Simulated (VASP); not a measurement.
# GaSi62 (a cell with a defect) in VASP: relaxation of the atoms with PBE

Aim: the relaxation of the atoms of GaSi62 (a cell with a defect) with PBE.

Program: VASP 6.6.1. These are calculated values, not measurements. Logs are shortened: lines on timing, memory, paths and dates and some standing lists are left out, and cuts for length are marked.

### 1 The cell of the first run

The cell holds a defect, 63 atoms: a = 10.860 Å, b = 10.860 Å, c = 10.860 Å, α = 90.00°, β = 90.00°, γ = 90.00°.

### 2 Relaxation of the atoms, PBE

File INCAR:

```
SYSTEM = GaSi62
  ALGO = Normal
  EDIFF = 1E-7
  EDIFFG = -0.03
  ENCUT = 520
  GGA = PE
  IBRION = 2
  ISIF = 2
  ISMEAR = -1
  LASPH = .TRUE.
  LCHARG = .FALSE.
  LREAL = Auto
  LWAVE = .FALSE.
  NCORE = 4
  NELECT = 260.0
  NELM = 60
  NSW = 80
  PREC = Accurate
  SIGMA = 0.02
```

File KPOINTS:

```
k-points
0
G
  1 1 1
  0 0 0
```

File POSCAR:

```
GaSi62
1.0
   10.8600000000      0.0000000000      0.0000000000
    0.0000000000     10.8600000000      0.0000000000
    0.0000000000      0.0000000000     10.8600000000
Si Ga
62 1
Direct
    0.5000000000      0.0000000000      0.0000000000
    0.8750000000      0.3750000000      0.1250000000
    0.7500000000      0.0000000000      0.2500000000
    0.8750000000      0.1250000000      0.3750000000
    0.0000000000      0.0000000000      0.0000000000
    0.1250000000      0.1250000000      0.1250000000
    0.2500000000      0.2500000000      0.0000000000
    0.3750000000      0.3750000000      0.1250000000
    0.5000000000      0.5000000000      0.0000000000
    0.6250000000      0.6250000000      0.1250000000
    0.7500000000      0.7500000000      0.0000000000
    0.8750000000      0.8750000000      0.1250000000
    0.2500000000      0.0000000000      0.2500000000
    0.3750000000      0.1250000000      0.3750000000
    0.5000000000      0.2500000000      0.2500000000
    0.6250000000      0.3750000000      0.3750000000
    0.7500000000      0.5000000000      0.2500000000
    0.8750000000      0.6250000000      0.3750000000
    0.5000000000      0.0000000000      0.5000000000
    0.6250000000      0.1250000000      0.6250000000
    0.7500000000      0.2500000000      0.5000000000
    0.8750000000      0.3750000000      0.6250000000
    0.7500000000      0.0000000000      0.7500000000
    0.8750000000      0.1250000000      0.8750000000
    0.0000000000      0.5000000000      0.0000000000
    0.1250000000      0.6250000000      0.1250000000
    0.2500000000      0.7500000000      0.0000000000
    0.3750000000      0.8750000000      0.1250000000
    0.0000000000      0.2500000000      0.2500000000
    0.1250000000      0.3750000000      0.3750000000
    0.2500000000      0.5000000000      0.2500000000
    0.3750000000      0.6250000000      0.3750000000
    0.5000000000      0.7500000000      0.2500000000
    0.6250000000      0.8750000000      0.3750000000
    0.0000000000      0.0000000000      0.5000000000
    0.1250000000      0.1250000000      0.6250000000
    0.2500000000      0.2500000000      0.5000000000
    0.3750000000      0.3750000000      0.6250000000
    0.5000000000      0.5000000000      0.5000000000
    0.6250000000      0.6250000000      0.6250000000
    0.7500000000      0.7500000000      0.5000000000
    0.8750000000      0.8750000000      0.6250000000
    0.2500000000      0.0000000000      0.7500000000
    0.3750000000      0.1250000000      0.8750000000
    0.5000000000      0.2500000000      0.7500000000
    0.6250000000      0.3750000000      0.8750000000
    0.7500000000      0.5000000000      0.7500000000
    0.8750000000      0.6250000000      0.8750000000
    0.0000000000      0.7500000000      0.2500000000
    0.1250000000      0.8750000000      0.3750000000
    0.0000000000      0.5000000000      0.5000000000
    0.1250000000      0.6250000000      0.6250000000
    0.2500000000      0.7500000000      0.5000000000
    0.3750000000      0.8750000000      0.6250000000
    0.0000000000      0.2500000000      0.7500000000
    0.1250000000      0.3750000000      0.8750000000
    0.2500000000      0.5000000000      0.7500000000
    0.3750000000      0.6250000000      0.8750000000
    0.5000000000      0.7500000000      0.7500000000
    0.6250000000      0.8750000000      0.8750000000
    0.0000000000      0.7500000000      0.7500000000
    0.1250000000      0.8750000000      0.8750000000
    0.7500000000      0.2500000000      0.0000000000
```

Potentials or basis: VASP PAW PBE potentials, release 64 (Si, Ga_d).

Run with:

```
> cat potpaw_PBE.64/Si/POTCAR potpaw_PBE.64/Ga_d/POTCAR > POTCAR
> mpirun -np 4 vasp_gam > vasp.out
```

OUTCAR:

```text
SYSTEM = GaSi62
   EDIFF = 1E-7
   EDIFFG = -0.03
   ENCUT = 520
   GGA = PE
   IBRION = 2
   ISIF = 2
   ISMEAR = -1
   LASPH = .TRUE.
   LREAL = Auto
   NELECT = 260.0
   NELM = 60
   NSW = 80
   PREC = Accurate

 ion  position               nearest neighbor table
   1  0.500  0.000  0.000-  28 2.35  44 2.35  60 2.35
   2  0.875  0.375  0.125-  17 2.35  25 2.35  29 2.35  63 2.35
   3  0.750  0.000  0.250-   4 2.35  12 2.35  34 2.35
   4  0.875  0.125  0.375-   3 2.35  21 2.35  29 2.35  35 2.35
   5  0.000  0.000  0.000-   6 2.35  12 2.35  24 2.35  62 2.35
   6  0.125  0.125  0.125-   5 2.35   7 2.35  13 2.35  29 2.35
   7  0.250  0.250  0.000-   6 2.35   8 2.35  44 2.35  56 2.35
   8  0.375  0.375  0.125-   7 2.35   9 2.35  15 2.35  31 2.35
   9  0.500  0.500  0.000-   8 2.35  10 2.35  46 2.35  58 2.35
  10  0.625  0.625  0.125-   9 2.35  11 2.35  17 2.35  33 2.35
  11  0.750  0.750  0.000-  10 2.35  12 2.35  48 2.35  60 2.35
  12  0.875  0.875  0.125-   3 2.35   5 2.35  11 2.35  49 2.35
  13  0.250  0.000  0.250-   6 2.35  14 2.35  28 2.35  50 2.35
  14  0.375  0.125  0.375-  13 2.35  15 2.35  19 2.35  37 2.35
  15  0.500  0.250  0.250-   8 2.35  14 2.35  16 2.35
  16  0.625  0.375  0.375-  15 2.35  17 2.35  21 2.35  39 2.35
  17  0.750  0.500  0.250-   2 2.35  10 2.35  16 2.35  18 2.35
[... 43 lines left out ...]
  61  0.000  0.750  0.750-  42 2.35  48 2.35  52 2.35  62 2.35
  62  0.125  0.875  0.875-   5 2.35  27 2.35  43 2.35  61 2.35
  63  0.750  0.250  0.000-   2 2.35  24 2.35  46 2.35

  LATTYP: Found a simple cubic cell.
 ALAT       =    10.8600000000

  Lattice vectors:

 A1 = (  10.8600000000,   0.0000000000,   0.0000000000)
 A2 = (   0.0000000000,  10.8600000000,   0.0000000000)
 A3 = (   0.0000000000,   0.0000000000,  10.8600000000)

Analysis of symmetry for initial positions (statically):
=====================================================================
 Subroutine PRICEL returns:
 Original cell was already a primitive cell.

 Routine SETGRP: Setting up the symmetry group for a
 simple cubic supercell.

 Subroutine GETGRP returns: Found  6 space group operations
 (whereof  1 operations were pure point group operations)
 out of a pool of 48 trial point group operations.

The static configuration has the point symmetry C_1 .
 The point group associated with its full space group is C_3v.

Analysis of symmetry for dynamics (positions and initial velocities):
=====================================================================
 Subroutine PRICEL returns:
 Original cell was already a primitive cell.

 Routine SETGRP: Setting up the symmetry group for a
 simple cubic supercell.

 Subroutine GETGRP returns: Found  6 space group operations
 (whereof  1 operations were pure point group operations)
 out of a pool of 48 trial point group operations.

The dynamic configuration has the point symmetry C_1 .
 The point group associated with its full space group is C_3v.

 Subroutine INISYM returns: Found  6 space group operations
 (whereof  1 operations are pure point group operations),
 and found     1 'primitive' translations

----------------------------------------------------------------------------------------

                                     Primitive cell

  volume of cell :    1280.8241

  direct lattice vectors                    reciprocal lattice vectors
    10.860000000  0.000000000  0.000000000     0.092081031  0.000000000  0.000000000
     0.000000000 10.860000000  0.000000000     0.000000000  0.092081031  0.000000000
     0.000000000  0.000000000 10.860000000     0.000000000  0.000000000  0.092081031

  length of vectors
[... 147 lines left out ...]

  Length of vectors
     0.092081031  0.092081031  0.092081031

  Shift w.r.t. Gamma in fractional coordinates (k-lattice)
     0.000000000  0.000000000  0.000000000

 Subroutine IBZKPT returns following result:
 ===========================================

 Found      1 irreducible k-points:

 Following reciprocal coordinates:
            Coordinates               Weight
  0.000000  0.000000  0.000000      1.000000
   k-points           NKPTS =      1   k-points in BZ     NKDIM =      1   number of bands    NBANDS=    162
   number of dos      NEDOS =    301   number of ions     NIONS =     63
   total plane-waves  NPLWV = 592704
   dimension x,y,z NGX =    84 NGY =   84 NGZ =   84
   dimension x,y,z NGXF=   168 NGYF=  168 NGZF=  168
   ions per type =              62   1
   NGX,Y,Z   is equivalent  to a cutoff of  12.86, 12.86, 12.86 a.u.
   NGXF,Y,Z  is equivalent  to a cutoff of  25.72, 25.72, 25.72 a.u.
 SYSTEM =  GaSi62
   PREC   = accura    normal or accurate (medium, high low for compatibility)
   ISTART =      0    job   : 0-new  1-cont  2-samecut
   ICHARG =      2    charge: 1-file 2-atom 10-const
   ISPIN  =      1    spin polarized calculation?
   LNONCOLLINEAR =      F non collinear calculations
   LSORBIT =      F    spin-orbit coupling
   LASPH  =      T    aspherical Exc in radial PAW
   ENCUT  =  520.0 eV  38.22 Ry    6.18 a.u.  20.19 20.19 20.19*2*pi/ulx,y,z
   NELM   =     60;   NELMIN=  2; NELMDL= -5     # of ELM steps
   EDIFF  = 0.1E-06   stopping-criterion for ELM
   LREAL  =      T    real-space projection
   EDIFFG = -.3E-01   stopping-criterion for IOM
   NSW    =     80    number of steps for IOM
   IBRION =      2    ionic relax: 0-MD 1-quasi-New 2-CG
   NFREE  =      1    steps in history (QN), initial steepest desc. (CG)
   ISIF   =      2    stress and relaxation
   ISYM   =      2    0-nonsym 1-usesym 2-fastsym
   POTIM  = 0.5000    time-step for ionic-motion
   TEBEG  =    0.0;   TEEND  =   0.0 temperature during run
   PSTRESS=    0.0 pullay stress
   NELECT =     260.0000    total number of electrons
   NUPDOWN=      -1.0000    fix difference up-down
   EMIN   =  10.00;   EMAX   =-10.00  energy-range for DOS
   EFERMI =   0.00;   METHOD = LEGACY
   ISMEAR =    -1;   SIGMA  =   0.02  broadening in eV -4-tet -1-fermi 0-gaus
   EFERMI_NEDOS =   21; number of points for ismear=-14 and -15
   IALGO  =     38    algorithm
   IMIX   =      4    mixing-type and parameters
     AMIX     =   0.40;   BMIX     =  1.00
     AMIX_MAG =   1.60;   BMIX_MAG =  1.00
  volume/ion in A,a.u.               =      20.33       137.20
  Fermi-wavevector in a.u.,A,eV,Ry     =   0.962135  1.818172 12.594971  0.925704
  Thomas-Fermi vector in A             =   2.091568
   LORBIT       =      0    0 simple, 1 ext, 2 COOP (PROOUT), +10 PAW based schemes
   GGA     = PE    functional components
   LHFCALC =     F    Hartree Fock is set to
   AEXX    =    0.0000 exact exchange contribution
   IVDW    =     0    specifies the selected vdW correction
   LEPSILON=     F    determine dielectric tensor
   LRPA    =     F    only Hartree local field effects (RPA)
 conjugate gradient relaxation of ions
 non-spin polarized calculation
  energy-cutoff  :      520.00
  volume of cell :     1280.82
 maximum number of plane-waves:     17229
 NGX is ok and might be reduce to    84
   NGX = 41   NGY = 41   NGZ = 41

--------------------------------------- Ionic step        1  -------------------------------------------

 number of electron     259.9999959 magnetization

 Free energy of the ion-electron system (eV)
  ---------------------------------------------------
  ext. energy  EPLUGINS =         0.00000000
  ---------------------------------------------------
  free energy    TOTEN  =      -336.25747469 eV

  energy without entropy =     -336.25747467  energy(sigma->0) =     -336.25747468

------------------------ aborting loop because EDIFF is reached ----------------------------------------

  FORCE on cell =-STRESS in cart. coord.  units (eV):
  Direction    XX          YY          ZZ          XY          YZ          ZX
  --------------------------------------------------------------------------------------
  -------------------------------------------------------------------------------------
  Total        9.6833456      9.6833456      9.6833456     -1.2395501      1.2395501      1.2395501
  in kB       12.1128556     12.1128556     12.1128556     -1.5505480      1.5505480      1.5505480
  external PRESSURE =      12.1128556 kB  Pullay stress =       0.0000000 kB
[... 272 lines left out ...]
  FREE ENERGIE OF THE ION-ELECTRON SYSTEM (eV)
  ---------------------------------------------------
  free  energy   TOTEN  =      -336.3852465621 eV

  energy  without entropy=     -336.3852465608  energy(sigma->0) =     -336.38524656

[... ionic steps 4 to 9 ...]

--------------------------------------- Ionic step       10  -------------------------------------------

 number of electron     259.9999977 magnetization

------------------------ aborting loop because EDIFF is reached ----------------------------------------
[... 189 lines left out ...]
--------------------------------------- Ionic step       12  -------------------------------------------

 number of electron     259.9999982 magnetization

 Free energy of the ion-electron system (eV)
  ---------------------------------------------------
  ext. energy  EPLUGINS =         0.00000000
  ---------------------------------------------------
  free energy    TOTEN  =      -336.43221074 eV

  energy without entropy =     -336.43221074  energy(sigma->0) =     -336.43221074

 E-fermi :   5.8930     XC(G=0):  -9.3301

 val. band max:        5.4867439119   @ k =   0.0000   0.0000   0.0000
 cond. band min:       6.3123599641   @ k =   0.0000   0.0000   0.0000
 fundamental gap:      0.8256160522
 Fermi energy:         5.8929807526

 k-point     1 :       0.0000    0.0000    0.0000
  band No.  band energies     occupation
      1      -8.9401      2.00000
      2      -8.9155      2.00000
      3      -8.9155      2.00000
      4      -8.8171      2.00000
      5      -8.8171      2.00000
      6      -6.2221      2.00000
[... 134 lines left out ...]
    141       6.8854      0.00000
    142       6.9294      0.00000
 [bands above 142 left out]

------------------------ aborting loop because EDIFF is reached ----------------------------------------

  FORCE on cell =-STRESS in cart. coord.  units (eV):
  Direction    XX          YY          ZZ          XY          YZ          ZX
  --------------------------------------------------------------------------------------
  -------------------------------------------------------------------------------------
  Total        8.4562388      8.4562388      8.4562388     -0.1736346      0.1736346      0.1736346
  in kB       10.5778729     10.5778729     10.5778729     -0.2171987      0.2171987      0.2171987
  external PRESSURE =      10.5778729 kB  Pullay stress =       0.0000000 kB
[... 78 lines left out ...]
  FREE ENERGIE OF THE ION-ELECTRON SYSTEM (eV)
  ---------------------------------------------------
  free  energy   TOTEN  =      -336.4322107412 eV

  energy  without entropy=     -336.4322107385  energy(sigma->0) =     -336.43221074

 reached required accuracy - stopping structural energy minimisation
```

Wall time 10 min (4 MPI ranks of Intel Xeon Platinum 8375C at 2.90GHz (Ice Lake), shared host); peak memory 0.42 GiB.

What came out:

```yaml
Free_energy: -336.4322 eV
Energy_gained_by_relaxing: 2.8 meV/atom
Ionic_steps: 12
Largest_force_after_relaxing: 0.025 eV/Å
```

Forces in eV/Å, atoms in the order of the input:
```
Si   0.008  0.008 -0.001
Si   0.004  0.004  0.001
Si   0.001  0.008 -0.008
Si  -0.003 -0.006 -0.001
Si   0.002 -0.008  0.013
Si  -0.002  0.008 -0.008
Si   0.004 -0.006  0.006
Si   0.001 -0.003  0.006
Si  -0.008  0.002  0.013
Si   0.008 -0.002 -0.008
Si  -0.006  0.004  0.006
Si  -0.003  0.001  0.006
Si   0.004  0.006 -0.006
Si   0.004  0.025 -0.004
Si   0.008  0.001 -0.008
Si  -0.006 -0.003 -0.001
Si  -0.013  0.002  0.008
Si  -0.014 -0.008 -0.001
Si   0.006  0.006 -0.004
Si   0.008  0.008  0.002
Si  -0.006 -0.006 -0.004
Si  -0.006 -0.006 -0.007
Si  -0.013 -0.008 -0.002
Si   0.004 -0.001 -0.004
Si   0.011  0.011 -0.008
Si   0.005  0.005 -0.003
Si  -0.003 -0.003 -0.014
Si   0.004  0.004 -0.025
Si   0.002 -0.013  0.008
Si  -0.008 -0.014 -0.001
Si   0.001 -0.007  0.005
Si   0.007  0.004 -0.007
Si   0.006  0.004 -0.006
Si   0.025  0.004 -0.004
Si  -0.007 -0.005 -0.001
Si   0.005  0.003 -0.005
Si  -0.003  0.014  0.003
Si   0.001 -0.014  0.008
Si  -0.005 -0.007 -0.001
Si   0.003  0.005 -0.005
Si   0.014 -0.003  0.003
Si  -0.014  0.001  0.008
Si   0.001 -0.005  0.007
Si   0.001 -0.006  0.003
Si  -0.008 -0.013 -0.002
Si  -0.001  0.004 -0.004
Si   0.008  0.011 -0.011
Si  -0.006  0.007  0.006
Si  -0.007  0.001  0.005
Si   0.004  0.007 -0.007
Si   0.002  0.002  0.010
Si  -0.005 -0.005  0.005
Si  -0.007 -0.007  0.007
Si   0.007  0.007 -0.004
Si   0.011  0.008 -0.011
Si   0.007 -0.006  0.006
Si  -0.010  0.002 -0.002
Si   0.001 -0.008  0.014
Si  -0.005  0.001  0.007
Si  -0.006  0.001  0.003
Si   0.002 -0.010 -0.002
Si  -0.008  0.001  0.014
Ga  -0.005 -0.005  0.005
```

The path:
```tsv
step	energy change (eV)	largest force (eV/Å)	pressure (GPa)
1	0.0000	0.7569	1.21
2	-0.1260	0.2030	1.18
3	-0.1278	0.1607	1.19
4	-0.1464	0.0988	1.17
5	-0.1495	0.1126	1.17
6	-0.1587	0.0874	1.15
7	-0.1628	0.0770	1.13
8	-0.1694	0.0602	1.11
9	-0.1701	0.0523	1.10
10	-0.1724	0.0434	1.08
11	-0.1732	0.0501	1.07
12	-0.1747	0.0254	1.06
```

Levels at points of the mesh, in eV from the Fermi level:
| k point | band 128 | band 129 | band 130 | band 131 | band 132 | band 133 |
| --- | --- | --- | --- | --- | --- | --- |
| (0.00, 0.00, 0.00) | -0.48 | -0.48 | -0.41 | 0.42 | 0.42 | 0.55 |

Caveat: the k points lie up to 0.58 Å⁻¹ apart; the cell carries a net charge on a neutralising background, which shifts energy and pressure; the cell is charged against a uniform background, so pressure and absolute levels hang on convention.
